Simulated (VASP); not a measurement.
# Li (Fm-3m) in VASP: a series of runs

Runs on Li. Level: PBEsol. Tasks: single point.

Everything below comes from runs of VASP 6.6.1. Logs are shortened: lines on timing, memory, paths and dates and some standing lists are left out, and cuts for length are marked.

## (1) The cell of the first run

It takes space group Fm-3m (No. 225, cubic). Conventional cell: a = 4.389 Å, b = 4.389 Å, c = 4.389 Å, α = 90.00°, β = 90.00°, γ = 90.00°. Li (site symmetry m-3m) has 12 Li at 3.10 Å within 4.1 Å.

## (2) Single point, PBEsol (volume scaled by 0.99)

The input, INCAR:

```
ALGO     = Normal         # electronic algorithm
EDIFF    = 1E-6           # SCF threshold, eV
ENCUT    = 750            # plane-wave cutoff, eV
GGA      = PS             # functional
GGA_COMPAT= F            
ISIF     = 2              # what is computed and relaxed
ISMEAR   = -1             # smearing method
LASPH    = T              # aspherical terms in the spheres
LCHARG   = F              # write CHGCAR
LREAL    = F              # projectors in reciprocal space
LWAVE    = F              # write WAVECAR
NBANDS   = 8              # bands
NELM     = 120            # most SCF steps
PREC     = Accurate       # precision mode
SIGMA    = 0.08           # smearing width, eV
```

The input, KPOINTS:

```
k-points
0
Gamma
  13 13 13
```

The input, POSCAR:

```
Li
1.0
    0.0000000000      2.1946353965      2.1946353965
    2.1946353965      0.0000000000      2.1946353965
    2.1946353965      2.1946353965      0.0000000000
Li
1
Direct
    0.0000000000      0.0000000000      0.0000000000
```

Potentials or basis: VASP PAW PBE potentials, release 64 (Li_sv).

Run with:

```sh
> cat potpaw_PBE.64/Li_sv/POTCAR > POTCAR
> mpirun -np 1 vasp_std > vasp.out
```

OUTCAR:

```text
EDIFF = 1E-6
   ENCUT = 750
   GGA = PS
   ISIF = 2
   ISMEAR = -1
   LASPH = T
   LREAL = F
   NELM = 120
   PREC = Accurate

 ion  position               nearest neighbor table
   1  0.000  0.000  0.000-

  LATTYP: Found a face centered cubic cell.
 ALAT       =     4.3892707930

  Lattice vectors:

 A1 = (   0.0000000000,   2.1946353965,   2.1946353965)
 A2 = (   2.1946353965,   0.0000000000,   2.1946353965)
 A3 = (   2.1946353965,   2.1946353965,   0.0000000000)

Analysis of symmetry for initial positions (statically):
=====================================================================
 Subroutine PRICEL returns:
 Original cell was already a primitive cell.

 Routine SETGRP: Setting up the symmetry group for a
 face centered cubic supercell.

 Subroutine GETGRP returns: Found 48 space group operations
 (whereof 48 operations were pure point group operations)
 out of a pool of 48 trial point group operations.

The static configuration has the point symmetry O_h .

Analysis of symmetry for dynamics (positions and initial velocities):
=====================================================================
 Subroutine PRICEL returns:
 Original cell was already a primitive cell.

 Routine SETGRP: Setting up the symmetry group for a
 face centered cubic supercell.

 Subroutine GETGRP returns: Found 48 space group operations
 (whereof 48 operations were pure point group operations)
 out of a pool of 48 trial point group operations.

The dynamic configuration has the point symmetry O_h .

 Subroutine INISYM returns: Found 48 space group operations
 (whereof 48 operations are pure point group operations),
 and found     1 'primitive' translations

----------------------------------------------------------------------------------------

                                     Primitive cell

  volume of cell :      21.1406

  direct lattice vectors                    reciprocal lattice vectors
     0.000000000  2.194635396  2.194635396    -0.227828277  0.227828277  0.227828277
     2.194635396  0.000000000  2.194635396     0.227828277 -0.227828277  0.227828277
     2.194635396  2.194635396  0.000000000     0.227828277  0.227828277 -0.227828277

  length of vectors
     3.103683142  3.103683142  3.103683142     0.394610150  0.394610150  0.394610150

  position of ions in fractional coordinates (direct lattice)
     0.000000000  0.000000000  0.000000000

  ion indices of the primitive-cell ions
   primitive index   ion index
                 1           1

----------------------------------------------------------------------------------------

 KPOINTS: k-points

Automatic generation of k-mesh.
 Grid dimensions read from file:
 generate k-points for:   13   13   13

 Generating k-lattice:

  Cartesian coordinates                     Fractional coordinates (reciprocal lattice)
    -0.017525252  0.017525252  0.017525252     0.076923077  0.000000000  0.000000000
     0.017525252 -0.017525252  0.017525252     0.000000000  0.076923077  0.000000000
     0.017525252  0.017525252 -0.017525252     0.000000000  0.000000000  0.076923077

  Length of vectors
     0.030354627  0.030354627  0.030354627

  Shift w.r.t. Gamma in fractional coordinates (k-lattice)
     0.000000000  0.000000000  0.000000000

 Subroutine IBZKPT returns following result:
 ===========================================

 Found     84 irreducible k-points:

 Following reciprocal coordinates:
            Coordinates               Weight
  0.000000  0.000000  0.000000      1.000000
  0.076923  0.000000  0.000000      8.000000
  0.153846  0.000000  0.000000      8.000000
  0.230769  0.000000  0.000000      8.000000
  0.307692  0.000000  0.000000      8.000000
  0.384615  0.000000  0.000000      8.000000
[... 16 lines left out ...]
  0.384615  0.153846  0.000000     24.000000
  0.461538  0.153846  0.000000     24.000000
 [... further k-points ...]
   k-points           NKPTS =     84   k-points in BZ     NKDIM =     84   number of bands    NBANDS=      8
   number of dos      NEDOS =    301   number of ions     NIONS =      1
   total plane-waves  NPLWV =  21952
   dimension x,y,z NGX =    28 NGY =   28 NGZ =   28
   dimension x,y,z NGXF=    56 NGYF=   56 NGZF=   56
   ions per type =               1
   NGX,Y,Z   is equivalent  to a cutoff of  15.00, 15.00, 15.00 a.u.
   NGXF,Y,Z  is equivalent  to a cutoff of  30.00, 30.00, 30.00 a.u.
 SYSTEM =  unknown system
   PREC   = accura    normal or accurate (medium, high low for compatibility)
   ISTART =      0    job   : 0-new  1-cont  2-samecut
   ICHARG =      2    charge: 1-file 2-atom 10-const
   ISPIN  =      1    spin polarized calculation?
   LNONCOLLINEAR =      F non collinear calculations
   LSORBIT =      F    spin-orbit coupling
   LASPH  =      T    aspherical Exc in radial PAW
   ENCUT  =  750.0 eV  55.12 Ry    7.42 a.u.   6.93  6.93  6.93*2*pi/ulx,y,z
   NELM   =    120;   NELMIN=  2; NELMDL= -5     # of ELM steps
   EDIFF  = 0.1E-05   stopping-criterion for ELM
   LREAL  =      F    real-space projection
   EDIFFG = 0.1E-04   stopping-criterion for IOM
   NSW    =      0    number of steps for IOM
   IBRION =     -1    ionic relax: 0-MD 1-quasi-New 2-CG
   NFREE  =      0    steps in history (QN), initial steepest desc. (CG)
   ISIF   =      2    stress and relaxation
   ISYM   =      2    0-nonsym 1-usesym 2-fastsym
   POTIM  = 0.5000    time-step for ionic-motion
   TEBEG  =    0.0;   TEEND  =   0.0 temperature during run
   PSTRESS=    0.0 pullay stress
   NELECT =       3.0000    total number of electrons
   NUPDOWN=      -1.0000    fix difference up-down
   EMIN   =  10.00;   EMAX   =-10.00  energy-range for DOS
   EFERMI =   0.00;   METHOD = LEGACY
   ISMEAR =    -1;   SIGMA  =   0.08  broadening in eV -4-tet -1-fermi 0-gaus
   EFERMI_NEDOS =   21; number of points for ismear=-14 and -15
   IALGO  =     38    algorithm
   IMIX   =      4    mixing-type and parameters
     AMIX     =   0.40;   BMIX     =  1.00
     AMIX_MAG =   1.60;   BMIX_MAG =  1.00
  volume/ion in A,a.u.               =      21.14       142.66
  Fermi-wavevector in a.u.,A,eV,Ry     =   0.853905  1.613646  9.920738  0.729154
  Thomas-Fermi vector in A             =   1.970419
   LORBIT       =      0    0 simple, 1 ext, 2 COOP (PROOUT), +10 PAW based schemes
   GGA     = PS    functional components
   LHFCALC =     F    Hartree Fock is set to
   AEXX    =    0.0000 exact exchange contribution
   IVDW    =     0    specifies the selected vdW correction
   LEPSILON=     F    determine dielectric tensor
   LRPA    =     F    only Hartree local field effects (RPA)
 non-spin polarized calculation
  energy-cutoff  :      750.00
  volume of cell :       21.14
 maximum number of plane-waves:       998
   NGX = 13   NGY = 13   NGZ = 13

 number of electron       2.9999998 magnetization

 Free energy of the ion-electron system (eV)
  ---------------------------------------------------
  ext. energy  EPLUGINS =         0.00000000
  ---------------------------------------------------
  free energy    TOTEN  =        -1.96986135 eV

  energy without entropy =       -1.95738279  energy(sigma->0) =       -1.96362207

 E-fermi :   0.5303     XC(G=0):  -6.9160

 val. band max:        0.4995449397   @ k =  -0.2308   0.3077   0.0769
 cond. band min:       0.5608079834   @ k =  -0.3846   0.1538   0.0000
 fundamental gap:      0.0612630436
 Fermi energy:         0.5302714334

 k-point     1 :       0.0000    0.0000    0.0000
  band No.  band energies     occupation
      1     -45.4633      2.00000
      2      -2.9988      2.00000
      3      14.4704      0.00000
      4      14.4704      0.00000
      5      14.4704      0.00000
      6      18.2452      0.00000
      7      18.2452      0.00000
      8      18.2452      0.00000

 k-point     2 :       0.0769    0.0000    0.0000
  band No.  band energies     occupation
      1     -45.4623      2.00000
      2      -2.8942      2.00000
      3      13.3676      0.00000
      4      14.2410      0.00000
      5      14.2410      0.00000
      6      17.5171      0.00000
      7      18.6520      0.00000
      8      18.6520      0.00000

 k-point     3 :       0.1538    0.0000    0.0000
  band No.  band energies     occupation
      1     -45.4598      2.00000
      2      -2.5816      2.00000
      3      11.1359      0.00000
      4      13.7788      0.00000
      5      13.7788      0.00000
      6      17.5763      0.00000
      7      19.3662      0.00000
      8      19.3662      0.00000

 k-point     4 :       0.2308    0.0000    0.0000
  band No.  band energies     occupation
      1     -45.4562      2.00000
      2      -2.0619      2.00000
      3       8.8145      0.00000
      4      13.3475      0.00000
      5      13.3475      0.00000
      6      17.9021      0.00000
      7      18.9461      0.00000
      8      18.9461      0.00000

 k-point     5 :       0.3077    0.0000    0.0000
  band No.  band energies     occupation
      1     -45.4523      2.00000
      2      -1.3444      2.00000
      3       6.6761      0.00000
      4      13.0424      0.00000
      5      13.0424      0.00000
      6      17.8728      0.00000
      7      17.9373      0.00000
      8      17.9373      0.00000

 k-point     6 :       0.3846    0.0000    0.0000
  band No.  band energies     occupation
      1     -45.4492      2.00000
      2      -0.4707      1.99999
      3       4.8334      0.00000
      4      12.8718      0.00000
      5      12.8718      0.00000
      6      17.1324      0.00000
      7      17.1324      0.00000
      8      17.5177      0.00000

 k-point     7 :       0.4615    0.0000    0.0000
  band No.  band energies     occupation
      1     -45.4473      2.00000
      2       0.3530      1.80334
      3       3.5206      0.00000
      4      12.8041      0.00000
      5      12.8041      0.00000
      6      16.6978      0.00000
      7      16.6978      0.00000
      8      17.2791      0.00000
[... 133 lines left out ...]
 k-point    20 :       0.1538    0.1538    0.0000
  band No.  band energies     occupation
      1     -45.4586      2.00000
      2      -2.4402      2.00000
      3      12.1278      0.00000
      4      12.1278      0.00000
      5      14.3469      0.00000
      6      14.5889      0.00000
      7      17.0433      0.00000
      8      21.5458      0.00000

 k-point    21 :       0.2308    0.1538    0.0000
  band No.  band energies     occupation
      1     -45.4559      2.00000
      2      -2.0550      2.00000
      3      10.4786      0.00000
      4      11.5182      0.00000
      5      13.9362      0.00000
      6      14.6009      0.00000
      7      16.0136      0.00000
      8      22.2596      0.00000

 k-point    22 :       0.3077    0.1538    0.0000
  band No.  band energies     occupation
      1     -45.4525      2.00000
      2      -1.4621      2.00000
      3       8.3053      0.00000
      4      11.1334      0.00000
      5      13.0146      0.00000
      6      14.4774      0.00000
      7      16.8012      0.00000
      8      21.6201      0.00000

 k-point    23 :       0.3846    0.1538    0.0000
  band No.  band energies     occupation
      1     -45.4492      2.00000
      2      -0.6734      2.00000
      3       6.2682      0.00000
      4      10.9882      0.00000
      5      11.9882      0.00000
      6      14.3650      0.00000
      7      18.2903      0.00000
      8      20.5673      0.00000

 k-point    24 :       0.4615    0.1538    0.0000
  band No.  band energies     occupation
      1     -45.4467      2.00000
      2       0.2532      1.93926
      3       4.5339      0.00000
      4      11.0853      0.00000
      5      11.1313      0.00000
      6      14.4109      0.00000
      7      19.6443      0.00000
      8      19.9004      0.00000

 [... further k-points ...]

------------------------ aborting loop because EDIFF is reached ----------------------------------------

  FORCE on cell =-STRESS in cart. coord.  units (eV):
  Direction    XX          YY          ZZ          XY          YZ          ZX
  --------------------------------------------------------------------------------------
  -------------------------------------------------------------------------------------
  Total       -0.0872818     -0.0872818     -0.0872818     -0.0000000     -0.0000000      0.0000000
  in kB       -6.6148053     -6.6148053     -6.6148053     -0.0000000     -0.0000000      0.0000000
  external PRESSURE =      -6.6148053 kB  Pullay stress =       0.0000000 kB

 VOLUME and BASIS-vectors are now :
 -----------------------------------------------------------------------------
  energy-cutoff  :      750.00
  volume of cell :       21.14
      direct lattice vectors                 reciprocal lattice vectors
     0.000000000  2.194635396  2.194635396    -0.227828277  0.227828277  0.227828277
     2.194635396  0.000000000  2.194635396     0.227828277 -0.227828277  0.227828277
     2.194635396  2.194635396  0.000000000     0.227828277  0.227828277 -0.227828277

 POSITION                                       TOTAL-FORCE (eV/Angst)
 -----------------------------------------------------------------------------------
      0.00000      0.00000      0.00000         0.000000      0.000000      0.000000
 -----------------------------------------------------------------------------------
    total drift:                               -0.000000     -0.000000     -0.000000

  FREE ENERGIE OF THE ION-ELECTRON SYSTEM (eV)
  ---------------------------------------------------
  free  energy   TOTEN  =        -1.9698613519 eV

  energy  without entropy=       -1.9573827861  energy(sigma->0) =       -1.96362207
```

Run time: 9.5 s. Hardware: 1 thread of Intel Xeon Platinum 8559C (Emerald Rapids), shared host; peak memory 0.15 GiB.

What came out:

* Free energy: -1.9699 eV
* Pressure: -0.7 GPa

Levels at points of the mesh, in eV from the Fermi level:
| k point | band 1 | band 2 | band 3 | band 4 | band 5 |
| --- | --- | --- | --- | --- | --- |
| (0.00, 0.00, 0.00) | -45.99 | -3.53 | 13.94 | 13.94 | 13.94 |

Caveat: the PAW data sets were made with another functional, which shifts forces and pressure a little.

## (3) Single point, PBEsol (volume scaled by 1.04)

The input, INCAR:

```
  ALGO = Normal
  EDIFF = 1E-6
  ENCUT = 750
  GGA = PS
  GGA_COMPAT = False
  ISIF = 2
  ISMEAR = -1
  LASPH = True
  LCHARG = False
  LREAL = False
  LWAVE = False
  NBANDS = 8
  NELM = 120
  PREC = Accurate
  SIGMA = 0.08
```

KPOINTS is that of step 2.

The input, POSCAR:

```
Li
1.0
    0.0000000000      2.2309770072      2.2309770072
    2.2309770072      0.0000000000      2.2309770072
    2.2309770072      2.2309770072      0.0000000000
Li
1
Direct
    0.0000000000      0.0000000000      0.0000000000
```

Potentials or basis: VASP PAW PBE potentials, release 64 (Li_sv).

Run with:

```sh
> cat potpaw_PBE.64/Li_sv/POTCAR > POTCAR
> mpirun -np 1 vasp_std > vasp.out
```

Wall time 8.2 s (1 thread of Intel Xeon Platinum 8559C (Emerald Rapids), shared host); peak memory 0.15 GiB.

It converged, with:

```
Free energy : -1.9644 eV
Pressure    : -1.2 GPa
```

Levels at points of the mesh, in eV from the Fermi level:
```
           k point  band 1  band 2  band 3  band 4  band 5
(0.00, 0.00, 0.00)  -46.08   -3.46   13.47   13.47   13.47
```

Caveat: the PAW data sets were made with another functional, which shifts forces and pressure a little.

(Continued in part 2 of 2.)
